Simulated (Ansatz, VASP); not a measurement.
## One calculation of CsI, two programs

File POSCAR:

```
CsI
1.0
    4.6985182578      0.0000000000      0.0000000000
    0.0000000000      4.6985182578      0.0000000000
    0.0000000000      0.0000000000      4.6985182578
Cs I
1 1
Direct
    0.0000000000      0.0000000000      0.0000000000
    0.5000000000      0.5000000000      0.5000000000
```

Contents of INCAR.step1:

```
PREC = Accurate
ENCUT = 550
ISMEAR = 0
SIGMA = 0.01
LREAL = False
LASPH = True
NELM = 120
NBANDS = 15
GGA = PE
ALGO = Normal
EDIFF = 1E-5
LWAVE = True
LCHARG = False
GGA_COMPAT = False
```

The input INCAR.step2:

```
PREC = Accurate
ENCUT = 550
EDIFF = 1E-6
ISMEAR = 0
SIGMA = 0.01
LREAL = False
LASPH = True
NELM = 120
ALGO = Normal
ISIF = 2
LWAVE = False
LCHARG = False
METAGGA = R2SCAN
LMIXTAU = True
NBANDS = 15
ISTART = 1
GGA_COMPAT = False
```

KPOINTS

```
Automatic mesh
0
Gamma
  4 4 4
```

Input for Ansatz:

```yaml
crystal:
  lattice:
    - [4.6985182578, 0.0, 0.0]
    - [0.0, 4.6985182578, 0.0]
    - [0.0, 0.0, 4.6985182578]
  atoms:
    - { symbol: Cs, position: [0.0, 0.0, 0.0] }
    - { symbol: I, position: [0.5, 0.5, 0.5] }
kpoints:
  mp_grid: { grid: [4, 4, 4] }
hamiltonian:
  xc: r2scan
scf:
  occupations: { method: fixed }
  n_extra_bands: 4
output:
  forces: true
  stress: true
  eigenvalues: true
```

Alike in both runs: task single point; functional r2SCAN; k mesh 4 × 4 × 4; no spin polarisation.

```csv
,VASP,Ansatz
version,VASP 6.6.1,Ansatz 0.2.0
potentials or method,"VASP PAW PBE potentials, release 64 (Cs_sv, I)","plane waves, PAW"
plane-wave cutoff (eV),550,500
occupations,"gaussian, width 0.01 eV",fixed
valence electrons in the cell,16,26
```

```tsv
	VASP	Ansatz	Ansatz less VASP
gap on the k mesh at the Fermi level (eV)	4.30	4.32	+0.016
pressure (GPa)	-0.6	-0.6	-0.02
```

VASP's potentials were made for PBE, not for r2SCAN. VASP's potentials hold 16 valence electrons a cell and Ansatz's 26, so a difference there can come from the potentials and not from the codes.

Neither program's run includes spin-orbit coupling.
